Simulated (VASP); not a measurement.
# H (I4/mmm) in VASP: a series of runs

Runs on H. Level: PBE. Tasks: single point.

All numbers are computed with VASP 6.6.1; they aren't measurements. Logs are shortened: lines on timing, memory, paths and dates and some standing lists are left out, and cuts for length are marked.

**1. The cell of the first run**

Symmetry: I4/mmm, No. 139, tetragonal system. Conventional cell: a = 2.601 Å, b = 2.601 Å, c = 3.608 Å, α = 90.00°, β = 90.00°, γ = 90.00°. Within 1.0 Å of H (site symmetry 4mm) lie 1 H at 0.75 Å.

**2. Single point, PBE**

Input file INCAR:

```
SYSTEM = H
PREC = Accurate
ENCUT = 500
EDIFF = 1E-6
ISMEAR = 0
SIGMA = 0.01
LREAL = .False.
LASPH = .True.
NELM = 120
ALGO = Normal
ISIF = 2
LWAVE = .False.
LCHARG = .True.
GGA = PE
LELF = .True.
LVHAR = .True.
NBANDS = 8
GGA_COMPAT = .False.
```

Input file KPOINTS:

```
regular mesh
0
Gamma
  8 8 8
  0 0 0
```

Input file POSCAR:

```
H
1.0
   -1.3005586586      1.3005586586      1.8041647904
    1.3005586586     -1.3005586586      1.8041647904
    1.3005586586      1.3005586586     -1.8041647904
H
2
Direct
    0.8966736549      0.8966736549      0.0000000000
    0.1033263451      0.1033263451      0.0000000000
```

Potentials or basis: VASP PAW PBE potentials, release 64 (H).

Run with:

```
cat potpaw_PBE.64/H/POTCAR > POTCAR
mpirun -np 1 vasp_std > vasp.out
```

OUTCAR:

```text
SYSTEM = H
   PREC = Accurate
   ENCUT = 500
   EDIFF = 1E-6
   ISMEAR = 0
   LREAL = .False.
   LASPH = .True.
   NELM = 120
   ISIF = 2
   GGA = PE

 ion  position               nearest neighbor table
   1  0.897  0.897  0.000-   2 0.75
   2  0.103  0.103  0.000-   1 0.75

  LATTYP: Found a body centered tetragonal cell.
 ALAT       =     2.6011173172
 C/A-ratio  =     1.3872229280

  Lattice vectors:

 A1 = (  -1.3005586586,   1.3005586586,   1.8041647904)
 A2 = (   1.3005586586,  -1.3005586586,   1.8041647904)
 A3 = (   1.3005586586,   1.3005586586,  -1.8041647904)

Analysis of symmetry for initial positions (statically):
=====================================================================
 Subroutine PRICEL returns:
 Original cell was already a primitive cell.

 Routine SETGRP: Setting up the symmetry group for a
 body centered tetragonal supercell.

 Subroutine GETGRP returns: Found 16 space group operations
 (whereof 16 operations were pure point group operations)
 out of a pool of 16 trial point group operations.

The static configuration has the point symmetry D_4h.

Analysis of symmetry for dynamics (positions and initial velocities):
=====================================================================
 Subroutine PRICEL returns:
 Original cell was already a primitive cell.

 Routine SETGRP: Setting up the symmetry group for a
 body centered tetragonal supercell.

 Subroutine GETGRP returns: Found 16 space group operations
 (whereof 16 operations were pure point group operations)
 out of a pool of 16 trial point group operations.

The dynamic configuration has the point symmetry D_4h.

 Subroutine INISYM returns: Found 16 space group operations
 (whereof 16 operations are pure point group operations),
 and found     1 'primitive' translations

----------------------------------------------------------------------------------------

                                     Primitive cell

  volume of cell :      12.2066

  direct lattice vectors                    reciprocal lattice vectors
    -1.300558659  1.300558659  1.804164790     0.000000000  0.384450172  0.277136547
     1.300558659 -1.300558659  1.804164790     0.384450172  0.000000000  0.277136547
     1.300558659  1.300558659 -1.804164790     0.384450172  0.384450172  0.000000000

  length of vectors
     2.576415386  2.576415386  2.576415386     0.473926788  0.473926788  0.543694647

  position of ions in fractional coordinates (direct lattice)
     0.896673655  0.896673655  0.000000000
     0.103326345  0.103326345  0.000000000

  ion indices of the primitive-cell ions
   primitive index   ion index
                 1           1
                 2           2

----------------------------------------------------------------------------------------

 KPOINTS: regular mesh

Automatic generation of k-mesh.
 Grid dimensions read from file:
 generate k-points for:    8    8    8

 Generating k-lattice:

  Cartesian coordinates                     Fractional coordinates (reciprocal lattice)
     0.000000000  0.048056272  0.034642068     0.125000000  0.000000000  0.000000000
     0.048056272  0.000000000  0.034642068     0.000000000  0.125000000  0.000000000
     0.048056272  0.048056272  0.000000000     0.000000000  0.000000000  0.125000000

  Length of vectors
     0.059240848  0.059240848  0.067961831

  Shift w.r.t. Gamma in fractional coordinates (k-lattice)
     0.000000000  0.000000000  0.000000000

 Subroutine IBZKPT returns following result:
 ===========================================

 Found     59 irreducible k-points:

 Following reciprocal coordinates:
            Coordinates               Weight
  0.000000  0.000000  0.000000      1.000000
  0.125000  0.000000  0.000000      8.000000
  0.250000  0.000000  0.000000      8.000000
  0.375000  0.000000 -0.000000      8.000000
  0.500000  0.000000  0.000000      4.000000
  0.125000  0.125000  0.000000      8.000000
[... 16 lines left out ...]
  0.250000  0.125000  0.125000     16.000000
  0.375000  0.125000  0.125000      8.000000
 [... further k-points ...]
   k-points           NKPTS =     59   k-points in BZ     NKDIM =     59   number of bands    NBANDS=      8
   number of dos      NEDOS =    301   number of ions     NIONS =      2
   total plane-waves  NPLWV =   8000
   dimension x,y,z NGX =    20 NGY =   20 NGZ =   20
   dimension x,y,z NGXF=    40 NGYF=   40 NGZF=   40
   ions per type =               2
   NGX,Y,Z   is equivalent  to a cutoff of  12.91, 12.91, 12.91 a.u.
   NGXF,Y,Z  is equivalent  to a cutoff of  25.81, 25.81, 25.81 a.u.
 SYSTEM =  H
   PREC   = accura    normal or accurate (medium, high low for compatibility)
   ISTART =      0    job   : 0-new  1-cont  2-samecut
   ICHARG =      2    charge: 1-file 2-atom 10-const
   ISPIN  =      1    spin polarized calculation?
   LNONCOLLINEAR =      F non collinear calculations
   LSORBIT =      F    spin-orbit coupling
   LASPH  =      T    aspherical Exc in radial PAW
   ENCUT  =  500.0 eV  36.75 Ry    6.06 a.u.   4.70  4.70  4.70*2*pi/ulx,y,z
   NELM   =    120;   NELMIN=  2; NELMDL= -5     # of ELM steps
   EDIFF  = 0.1E-05   stopping-criterion for ELM
   LREAL  =      F    real-space projection
   EDIFFG = 0.1E-04   stopping-criterion for IOM
   NSW    =      0    number of steps for IOM
   IBRION =     -1    ionic relax: 0-MD 1-quasi-New 2-CG
   NFREE  =      0    steps in history (QN), initial steepest desc. (CG)
   ISIF   =      2    stress and relaxation
   ISYM   =      2    0-nonsym 1-usesym 2-fastsym
   POTIM  = 0.5000    time-step for ionic-motion
   TEBEG  =    0.0;   TEEND  =   0.0 temperature during run
   PSTRESS=    0.0 pullay stress
   NELECT =       2.0000    total number of electrons
   NUPDOWN=      -1.0000    fix difference up-down
   EMIN   =  10.00;   EMAX   =-10.00  energy-range for DOS
   EFERMI =   0.00;   METHOD = LEGACY
   ISMEAR =     0;   SIGMA  =   0.01  broadening in eV -4-tet -1-fermi 0-gaus
   EFERMI_NEDOS =   21; number of points for ismear=-14 and -15
   IALGO  =     38    algorithm
   IMIX   =      4    mixing-type and parameters
     AMIX     =   0.40;   BMIX     =  1.00
     AMIX_MAG =   1.60;   BMIX_MAG =  1.00
  volume/ion in A,a.u.               =       6.10        41.19
  Fermi-wavevector in a.u.,A,eV,Ry     =   0.895817  1.692849 10.918522  0.802489
  Thomas-Fermi vector in A             =   2.018197
   LORBIT       =      0    0 simple, 1 ext, 2 COOP (PROOUT), +10 PAW based schemes
   GGA     = PE    functional components
   LHFCALC =     F    Hartree Fock is set to
   AEXX    =    0.0000 exact exchange contribution
   IVDW    =     0    specifies the selected vdW correction
   LEPSILON=     F    determine dielectric tensor
   LRPA    =     F    only Hartree local field effects (RPA)
 non-spin polarized calculation
 Gauss-broadening in eV      SIGMA  =   0.01
  energy-cutoff  :      500.00
  volume of cell :       12.21
 maximum number of plane-waves:       323
   NGX =  9   NGY =  9   NGZ =  9

 number of electron       2.0000000 magnetization

 Free energy of the ion-electron system (eV)
  ---------------------------------------------------
  ext. energy  EPLUGINS =         0.00000000
  ---------------------------------------------------
  free energy    TOTEN  =        -6.64138571 eV

  energy without entropy =       -6.64138571  energy(sigma->0) =       -6.64138571

 E-fermi :  -5.5531     XC(G=0):  -7.4170

 val. band max:       -5.6503656633   @ k =   0.5000   0.5000   0.5000
 cond. band min:       1.8514002289   @ k =   0.5000   0.0000   0.0000
 fundamental gap:      7.5017658921
 Fermi energy:        -5.5531175860

 k-point     1 :       0.0000    0.0000    0.0000
  band No.  band energies     occupation
      1     -11.6611      2.00000
      2      13.8182      0.00000
      3      15.7426      0.00000
      4      25.3893      0.00000
      5      25.3893      0.00000
      6      27.1803      0.00000
      7      27.1803      0.00000
      8      29.2283      0.00000

 k-point     2 :       0.1250    0.0000    0.0000
  band No.  band energies     occupation
      1     -11.2509      2.00000
      2      11.3364      0.00000
      3      16.6542      0.00000
      4      22.1466      0.00000
      5      23.7870      0.00000
      6      27.8648      0.00000
      7      29.3631      0.00000
      8      29.8077      0.00000

 k-point     3 :       0.2500    0.0000    0.0000
  band No.  band energies     occupation
      1     -10.0884      2.00000
      2       7.2852      0.00000
      3      16.9613      0.00000
      4      19.1431      0.00000
      5      22.4096      0.00000
      6      28.0416      0.00000
      7      28.6467      0.00000
      8      29.8103      0.00000

 k-point     4 :       0.3750    0.0000   -0.0000
  band No.  band energies     occupation
      1      -8.4989      2.00000
      2       3.5499      0.00000
      3      16.8188      0.00000
      4      17.7135      0.00000
      5      21.8173      0.00000
      6      26.2105      0.00000
      7      26.3609      0.00000
      8      27.6077      0.00000

 k-point     5 :       0.5000    0.0000    0.0000
  band No.  band energies     occupation
      1      -7.5737      2.00000
      2       1.8514      0.00000
      3      16.6451      0.00000
      4      17.4002      0.00000
      5      21.7210      0.00000
      6      25.4518      0.00000
      7      25.5062      0.00000
      8      26.8188      0.00000
[... 177 lines left out ...]
 k-point    22 :       0.1250    0.1250    0.1250
  band No.  band energies     occupation
      1      -9.1684      2.00000
      2       6.7464      0.00000
      3      14.4924      0.00000
      4      14.8152      0.00000
      5      22.2307      0.00000
      6      25.9592      0.00000
      7      27.3514      0.00000
      8      33.2549      0.00000

 k-point    23 :       0.2500    0.1250    0.1250
  band No.  band energies     occupation
      1      -7.7626      2.00000
      2       4.3685      0.00000
      3      11.9714      0.00000
      4      13.9707      0.00000
      5      22.1026      0.00000
      6      25.3948      0.00000
      7      29.7710      0.00000
      8      32.9725      0.00000

 k-point    24 :       0.3750    0.1250    0.1250
  band No.  band energies     occupation
      1      -6.9929      2.00000
      2       3.1657      0.00000
      3      11.2621      0.00000
      4      13.4694      0.00000
      5      22.3945      0.00000
      6      24.3040      0.00000
      7      32.7390      0.00000
      8      35.1417      0.00000

 [... further k-points ...]

------------------------ aborting loop because EDIFF is reached ----------------------------------------

  FORCE on cell =-STRESS in cart. coord.  units (eV):
  Direction    XX          YY          ZZ          XY          YZ          ZX
  --------------------------------------------------------------------------------------
  -------------------------------------------------------------------------------------
  Total        0.4228530      0.4228530      0.4051055      0.0000000      0.0000000      0.0000000
  in kB       55.5014030     55.5014030     53.1719523      0.0000000      0.0000000      0.0000000
  external PRESSURE =      54.7249195 kB  Pullay stress =       0.0000000 kB

 VOLUME and BASIS-vectors are now :
 -----------------------------------------------------------------------------
  energy-cutoff  :      500.00
  volume of cell :       12.21
      direct lattice vectors                 reciprocal lattice vectors
    -1.300558659  1.300558659  1.804164790     0.000000000  0.384450172  0.277136547
     1.300558659 -1.300558659  1.804164790     0.384450172  0.000000000  0.277136547
     1.300558659  1.300558659 -1.804164790     0.384450172  0.384450172  0.000000000

 POSITION                                       TOTAL-FORCE (eV/Angst)
 -----------------------------------------------------------------------------------
      0.00000      0.00000      3.23549        -0.000000     -0.000000      0.008324
      0.00000      0.00000      0.37284         0.000000      0.000000     -0.008324
 -----------------------------------------------------------------------------------
    total drift:                               -0.000000     -0.000000      0.000000

  FREE ENERGIE OF THE ION-ELECTRON SYSTEM (eV)
  ---------------------------------------------------
  free  energy   TOTEN  =        -6.6413857121 eV

  energy  without entropy=       -6.6413857121  energy(sigma->0) =       -6.64138571
```

Wall time 5.9 s (1 thread of AMD EPYC 9R45 (Zen 5), shared host); peak memory 0.08 GiB.

What came out:

| Property | Result |
| --- | --- |
| Free energy | -6.6414 eV |
| Pressure | 5.5 GPa |
| Largest force | 0.008 eV/Å |
| Band gap on the k mesh | 7.50 eV, indirect (least direct gap 7.93 eV) |

Forces in eV/Å, atoms in the order of the input:
```
H    0.000  0.000  0.008
H    0.000  0.000 -0.008
```

Caveat: the k points lie up to 0.43 Å⁻¹ apart.

**3. Single point, PBE**

This run uses another cell than the first one, of 7.44 Å³/atom, 1.218 times its volume.

INCAR is that of step 2.

KPOINTS is that of step 2.

Input file POSCAR:

```
H
1.0
   -1.3952599301      1.3952599301      1.9099413501
    1.3952599301     -1.3952599301      1.9099413501
    1.3952599301      1.3952599301     -1.9099413501
H
2
Direct
    0.9021601538      0.9021601538      0.0000000000
    0.0978398462      0.0978398462      0.0000000000
```

Potentials or basis: VASP PAW PBE potentials, release 64 (H).

Run with:

```
cat potpaw_PBE.64/H/POTCAR > POTCAR
mpirun -np 1 vasp_std > vasp.out
```

It took 5.9 s on 1 thread of AMD EPYC 9R45 (Zen 5), shared host; peak memory 0.08 GiB.

The run converged. Its results:

| Item | Value |
| --- | --- |
| Free energy | -6.7129 eV |
| Pressure | 2.5 GPa |
| Largest force | 0.009 eV/Å |
| Band gap on the k mesh | 8.09 eV, indirect (least direct gap 8.54 eV) |

Forces on the atoms (eV/Å):
```
H    0.000  0.000  0.009
H    0.000  0.000 -0.009
```

Stress tensor (GPa, compression positive):
```
2.61 0.00 0.00
0.00 2.61 0.00
0.00 0.00 2.43
```

Levels at points of the mesh, in eV from the valence-band top:
```
           k point  band 1  band 2  band 3  band 4  band 5
(0.00, 0.00, 0.00)   -4.60   17.34   19.87   28.41   28.41
(0.50, 0.00, 0.00)   -1.46    8.09   20.48   21.48   25.13
(0.50, 0.50, 0.00)   -0.73   11.04   14.97   18.27   20.81
(0.50, 0.50, 0.50)    0.00    8.54   16.85   19.37   19.37
```

A k mesh can miss the band edges. PBE gaps usually lie below the measured ones, often by a third to a half.
